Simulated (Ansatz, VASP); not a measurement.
**GaP in VASP and in Ansatz**

File INCAR:

```
SYSTEM = GaP
  ALGO = Normal
  EDIFF = 1E-6
  ENCUT = 520
  GGA = PE
  ISIF = 2
  ISMEAR = -1
  LASPH = .True.
  LCHARG = .False.
  LREAL = .False.
  LWAVE = .False.
  NBANDS = 16
  NELM = 60
  PREC = Accurate
  SIGMA = 0.02
```

File KPOINTS:

```
k-points
0
Gamma
  8 8 8
  0 0 0
```

POSCAR

```
GaP
1.0
    0.0000000000      2.6981452945      2.7489678072
    2.6981452945      0.0000000000      2.7489678072
    2.6981452945      2.6981452945      0.0000000000
Ga P
1 1
Direct
    0.0000000000      0.0000000000      0.0000000000
    0.2500000000      0.2500000000      0.2500000000
```

Input for Ansatz:

```yaml
crystal:
  lattice:
    - [0.0, 2.6981452945, 2.7489678072]
    - [2.6981452945, 0.0, 2.7489678072]
    - [2.6981452945, 2.6981452945, 0.0]
  atoms:
    - { symbol: Ga, position: [0.0, 0.0, 0.0] }
    - { symbol: P, position: [0.25, 0.25, 0.25] }
kpoints:
  mp_grid: { grid: [8, 8, 8] }
  band_path:
    path:
      - [0.0, 0.0, 0.0]
      - [-0.5, -0.5, 0.0]
      - [-0.375, -0.375, 0.25]
      - [-0.375, 0.0, 0.375]
      - [0.0, 0.0, 0.5]
      - [-0.5, -0.25, 0.25]
      - [0.0, 0.424479, 0.424479]
    npoints: 1
hamiltonian:
  xc: pbe
scf:
  occupations: { method: fermi_dirac, width: 0.02 }
  n_extra_bands: 4
output:
  forces: true
  stress: true
  eigenvalues: true
```

Change from the starting cell: epitaxial_xy strain -1.0%.

Alike in both runs: task single point; functional PBE; k mesh 8 × 8 × 8; occupations fermi-dirac, width 0.02 eV; no spin polarisation.

|  | VASP | Ansatz |
| --- | --- | --- |
| version | VASP 6.6.1 | Ansatz 0.2.0 |
| potentials or method | VASP PAW PBE potentials, release 64 (Ga_d, P) | plane waves, PAW |
| plane-wave cutoff (eV) | 520 | 420 |
| valence electrons in the cell | 18 | 18 |

```tsv
	VASP	Ansatz	Ansatz less VASP
gap on the k mesh at the Fermi level (eV)	1.53	1.53	0.000
pressure (GPa)	3.4	3.5	+0.09
traceless stress, the component that is largest in VASP (GPa)	-0.95	-0.95	+0.001
```
